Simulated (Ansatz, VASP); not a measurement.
## Two plane-wave programs on Al

The input INCAR:

```
SYSTEM = Al
PREC = Accurate
ENCUT = 520
EDIFF = 1E-6
ISMEAR = 0
SIGMA = 0.15
LREAL = .FALSE.
LASPH = .TRUE.
NELM = 60
ALGO = Fast
ISIF = 2
LWAVE = .FALSE.
LCHARG = .FALSE.
GGA = CA
NBANDS = 8
```

File KPOINTS:

```
Automatic mesh
0
G
  22 22 22
  0 0 0
```

The input POSCAR:

```
Al
1.0
   -1.7195522486      1.7195522486      1.4808783965
    1.7195522486     -1.7195522486      1.4808783965
    1.7195522486      1.7195522486     -1.4808783965
Al
1
Direct
    0.0000000000      0.0000000000      0.0000000000
```

Input for Ansatz:

```yaml
crystal:
  lattice:
    - [-1.7195522486, 1.7195522486, 1.4808783965]
    - [1.7195522486, -1.7195522486, 1.4808783965]
    - [1.7195522486, 1.7195522486, -1.4808783965]
  atoms:
    - { symbol: Al, position: [0.0, 0.0, 0.0] }
basis:
  ecutwfc: 420
kpoints:
  mp_grid: { grid: [22, 22, 22] }
hamiltonian:
  xc: lda
scf:
  occupations: { method: gaussian, width: 0.15 }
output:
  forces: true
  stress: true
  eigenvalues: true
```

Alike in both runs: task single point; functional LDA; k mesh 22 × 22 × 22; occupations gaussian, width 0.15 eV; no spin polarisation.

|  | VASP | Ansatz |
| --- | --- | --- |
| version | VASP 6.6.1 | Ansatz 0.2.0 |
| potentials or method | VASP PAW LDA potentials, release 64 (Al), cutoff 520 eV | scalar-relativistic, plane waves, PAW |
| valence electrons in the cell | 3 | 3 |

Ansatz gave:

* gap on the k mesh at the Fermi level (eV): none
* pressure (GPa): -4.9
* traceless stress, the component that is largest in VASP (GPa): -1.30

What did VASP give for the same quantities?

gap on the k mesh at the Fermi level (eV): none; pressure (GPa): -4.9; traceless stress, the component that is largest in VASP (GPa): -1.31.

LDA's correlation is that of Perdew and Zunger in VASP and of Perdew and Wang (1992) in Ansatz. A gap of «none» marks a metal or a gap that the smearing closes.
